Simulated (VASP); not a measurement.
# Li3TeH (Pm-3m) in VASP: notebook, part 2 of 2

VASP 6.6.1.

### 4 Relaxation of cell and atoms, PBE

INCAR

```
ALGO = Normal
EDIFF = 1E-7
EDIFFG = -0.005
ENCUT = 600
GGA = PE
IBRION = 2
ISIF = 3
ISMEAR = 0
LASPH = True
LCHARG = False
LREAL = False
LWAVE = False
NELM = 80
NSW = 100
PREC = Accurate
SIGMA = 0.02
```

KPOINTS

```
k-points
0
Gamma
  6 6 6
```

POSCAR

```
Li3TeH
1.0
    4.2221000000      0.0000000000      0.0000000000
    0.0000000000      4.2221000000      0.0000000000
    0.0000000000      0.0000000000      4.2221000000
Li Te H
3 1 1
Direct
    0.5000000000      0.0000000000      0.5000000000
    0.0000000000      0.5000000000      0.5000000000
    0.5000000000      0.5000000000      0.0000000000
    0.0000000000      0.0000000000      0.0000000000
    0.5000000000      0.5000000000      0.5000000000
```

Potentials or basis: VASP PAW PBE potentials, release 64 (Li_sv, Te, H).

Command:

```
> cat potpaw_PBE.64/Li_sv/POTCAR potpaw_PBE.64/Te/POTCAR potpaw_PBE.64/H/POTCAR > POTCAR
> mpirun -np 1 vasp_std > vasp.out
```

OUTCAR:

```text
EDIFF = 1E-7
   EDIFFG = -0.005
   ENCUT = 600
   GGA = PE
   IBRION = 2
   ISIF = 3
   ISMEAR = 0
   LASPH = True
   LREAL = False
   NELM = 80
   NSW = 100
   PREC = Accurate

 ion  position               nearest neighbor table
   1  0.500  0.000  0.500-   4 2.99   4 2.99   4 2.99   4 2.99
   2  0.000  0.500  0.500-   4 2.99   4 2.99   4 2.99   4 2.99
   3  0.500  0.500  0.000-   4 2.99   4 2.99   4 2.99   4 2.99
   4  0.000  0.000  0.000-   1 2.99   2 2.99   3 2.99   1 2.99   2 2.99   2 2.99   3 2.99   2 2.99
                             1 2.99   3 2.99   1 2.99   3 2.99
   5  0.500  0.500  0.500-

  LATTYP: Found a simple cubic cell.
 ALAT       =     4.2221000000

  Lattice vectors:

 A1 = (   4.2221000000,   0.0000000000,   0.0000000000)
 A2 = (   0.0000000000,   4.2221000000,   0.0000000000)
 A3 = (   0.0000000000,   0.0000000000,   4.2221000000)

Analysis of symmetry for initial positions (statically):
=====================================================================
 Subroutine PRICEL returns:
 Original cell was already a primitive cell.

 Routine SETGRP: Setting up the symmetry group for a
 simple cubic supercell.

 Subroutine GETGRP returns: Found 48 space group operations
 (whereof 48 operations were pure point group operations)
 out of a pool of 48 trial point group operations.

[... 160 lines left out ...]
  ---------------------------------------------------
  ext. energy  EPLUGINS =         0.00000000
  ---------------------------------------------------
  free energy    TOTEN  =       -16.12247653 eV

  energy without entropy =      -16.12247653  energy(sigma->0) =      -16.12247653

------------------------ aborting loop because EDIFF is reached ----------------------------------------

  FORCE on cell =-STRESS in cart. coord.  units (eV):
  Direction    XX          YY          ZZ          XY          YZ          ZX
  --------------------------------------------------------------------------------------
  -------------------------------------------------------------------------------------
  Total       -0.3731702     -0.3731702     -0.3731702     -0.0000000     -0.0000000     -0.0000000
  in kB       -7.9438680     -7.9438680     -7.9438680     -0.0000000     -0.0000000     -0.0000000
  external PRESSURE =      -7.9438680 kB  Pullay stress =       0.0000000 kB
[... 65 lines left out ...]
--------------------------------------- Ionic step        3  -------------------------------------------

 number of electron      16.0000034 magnetization

 Free energy of the ion-electron system (eV)
  ---------------------------------------------------
  ext. energy  EPLUGINS =         0.00000000
  ---------------------------------------------------
  free energy    TOTEN  =       -16.12705292 eV

  energy without entropy =      -16.12705292  energy(sigma->0) =      -16.12705292

 E-fermi :   3.5516     XC(G=0):  -8.7768

 val. band max:        3.4645798267   @ k =   0.5000   0.5000   0.0000
 cond. band min:       6.3786955925   @ k =   0.5000   0.5000   0.5000
 fundamental gap:      2.9141157657
 Fermi energy:         3.5516424647

 k-point     1 :       0.0000    0.0000    0.0000
  band No.  band energies     occupation
      1     -42.3601      2.00000
      2     -42.3334      2.00000
      3     -42.3334      2.00000
      4      -7.2337      2.00000
      5       0.5840      2.00000
      6       2.0613      2.00000
      7       2.0613      2.00000
      8       2.0613      2.00000
      9       7.7735      0.00000
     10       7.7735      0.00000
     11       9.6809      0.00000
     12       9.6809      0.00000
[... 315 lines left out ...]
  FREE ENERGIE OF THE ION-ELECTRON SYSTEM (eV)
  ---------------------------------------------------
  free  energy   TOTEN  =       -16.1270529225 eV

  energy  without entropy=      -16.1270529225  energy(sigma->0) =      -16.12705292

 reached required accuracy - stopping structural energy minimisation
```

OSZICAR:

```text
N       E                     dE             d eps       ncg     rms          rms(c)
DAV:   1     0.575239278552E+02    0.57524E+02   -0.75835E+03   480   0.141E+03
DAV:   2    -0.603571897158E+01   -0.63560E+02   -0.60135E+02   548   0.268E+02
DAV:   3    -0.161113995243E+02   -0.10076E+02   -0.10021E+02   924   0.631E+01
[... 29 lines left out ...]
DAV:   5    -0.161270539525E+02    0.15426E-04   -0.41137E-05   704   0.425E-02    0.837E-03
DAV:   6    -0.161270536786E+02    0.27390E-06   -0.67500E-06   596   0.205E-02    0.517E-03
DAV:   7    -0.161270528325E+02    0.84611E-06   -0.52573E-07   568   0.613E-03    0.300E-03
DAV:   8    -0.161270529587E+02   -0.12617E-06   -0.84108E-08   292   0.311E-03    0.372E-04
DAV:   9    -0.161270529225E+02    0.36196E-07   -0.44789E-08   264   0.159E-03
   3 F= -.16127053E+02 E0= -.16127053E+02  d E =-.457639E-02
```

CONTCAR:

```text
Li3TeH
   1.00000000000000
     4.1874129984544073    0.0000000000000000   -0.0000000000000000
    -0.0000000000000000    4.1874129984544073    0.0000000000000000
    -0.0000000000000000   -0.0000000000000000    4.1874129984544073
  Li              Te              H
     3     1     1
Direct
     0.5000000000000000    0.0000000000000000    0.5000000000000000
     0.0000000000000000    0.5000000000000000    0.5000000000000000
     0.5000000000000000    0.5000000000000000    0.0000000000000000
     0.0000000000000000    0.0000000000000000    0.0000000000000000
     0.5000000000000000    0.5000000000000000    0.5000000000000000

  0.00000000E+00  0.00000000E+00  0.00000000E+00
  0.00000000E+00  0.00000000E+00  0.00000000E+00
  0.00000000E+00  0.00000000E+00  0.00000000E+00
  0.00000000E+00  0.00000000E+00  0.00000000E+00
  0.00000000E+00  0.00000000E+00  0.00000000E+00
```

Wall time 55 s (1 thread of AMD EPYC 7R43 (Zen 3), shared host); peak memory 0.19 GiB.

What came out:

```
Free energy                            : -16.1271 eV
Relaxed volume                         : 14.68 Å³/atom
Relaxed cell                           : a = 4.187 Å, b = 4.187 Å, c = 4.187 Å, α = 90.00°, β = 90.00°, γ = 90.00°
Space group after relaxing (to 0.05 Å) : Pm-3m (No. 221)
Energy gained by relaxing              : 0.9 meV/atom
Ionic steps                            : 3
Pressure after relaxing                : 0.0 GPa
Band gap on the k mesh                 : 2.91 eV, indirect (least direct gap 3.71 eV)
```

The path:
```csv
step,energy change (eV),largest force (eV/Å),pressure (GPa),volume (Å³)
1,0.0000,0.0000,-0.79,75.26
2,-0.0032,0.0000,-0.45,74.45
3,-0.0046,0.0000,0.01,73.42
```

Final structure:
```
Li Te H
1.0
     4.18741    0.00000    0.00000
     0.00000    4.18741    0.00000
     0.00000    0.00000    4.18741
Li Te H
3 1 1
Direct
  0.50000 0.00000 0.50000
  0.00000 0.50000 0.50000
  0.50000 0.50000 0.00000
  0.00000 0.00000 0.00000
  0.50000 0.50000 0.50000
```

Caveat: the cutoff is under 1.25 times the usual one of these potentials, so pressure, stress and relaxed cells hold a basis-set (Pulay) error; spin-orbit coupling is left out, which moves the levels of the heavy elements. A k mesh can miss the band edges.

### 5 Summary

| task | cell | k mesh | cutoff (eV) | smearing | gap on the mesh (eV) |
| --- | --- | --- | --- | --- | --- |
| single point | a = 4.222 Å, 5 atoms | 4 × 4 × 4 | 520 | gaussian 0.1 eV | 2.90 |
| single point | a = 4.192 Å, 5 atoms | 6 × 6 × 6 | 520 | gaussian 0.02 eV | 2.91 |
| relaxation of cell and atoms | relaxed from a = 4.222 Å, 5 atoms | 6 × 6 × 6 | 600 | gaussian 0.02 eV | 2.91 |

Alike in all rows: level PBE; potentials or basis VASP PAW PBE potentials, release 64 (Li_sv, Te, H); no spin polarisation.

Caveats: the cutoff is under 1.25 times the usual one of these potentials, so pressure, stress and relaxed cells hold a basis-set (Pulay) error; spin-orbit coupling is left out, which moves the levels of the heavy elements.

Absolute energies hang on the potentials; compare differences alone.
